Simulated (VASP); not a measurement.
Runs of VASP 6.6.1 on Mg7Se. The structure is that of space group Fm-3m (No. 225), or close to it. The cells are those of the table. 

```tsv
task	cell	k mesh	cutoff (eV)	smearing	gap on the mesh (eV)	pressure (GPa)
single point	a = 6.327 Å, angles 60.0°, 8 atoms	4 × 4 × 4	520	gaussian 0.2 eV	none	(a)
single point	a = 6.383 Å, angles 60.0°, 8 atoms	6 × 6 × 6	520	gaussian 0.1 eV	none	-1.2
relaxation of cell and atoms	relaxed from a = 5.825 Å, angles 60.0°, 8 atoms	4 × 4 × 4	600	gaussian 0.2 eV	none	0.3
single point	a = 6.321 Å, angles 60.0°, 8 atoms	6 × 6 × 6	520	gaussian 0.1 eV	none	-0.1
```

Alike in all rows: level PBE; potentials or basis VASP PAW PBE potentials, release 64 (Mg, Se); no spin polarisation.

Q: Fill in the values left out.

A: (a) -0.2.

A k mesh can miss the band edges, and the runs leave out spin-orbit coupling on Se.

A gap of «none» marks levels without a gap at the run's occupations.
